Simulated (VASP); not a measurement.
Y:

```
Y
1.0
     0.00000    2.53507    2.53507
     2.53507    0.00000    2.53507
     2.53507    2.53507    0.00000
Y
1
Direct
  0.00000 0.00000 0.00000
```

Base run:

| Property | Result |
| --- | --- |
| Program | VASP 6.6.1 |
| Functional | HSE06 |
| Potentials or basis | VASP PAW PBE potentials, release 64 (Y_sv) |
| Cutoff | 520 eV |
| k mesh | 6 × 6 × 6 |
| Occupations | fermi-dirac, width 0.1 eV |
| Spin | no spin polarisation |

Its results: pressure 1.3 GPa.

The run is repeated on the same cell with these changes: functional from HSE06 to PBE. What comes out?

Pressure -0.1 GPa.

Caveats: the PAW data sets were made with another functional, which shifts forces and pressure a little (some runs).
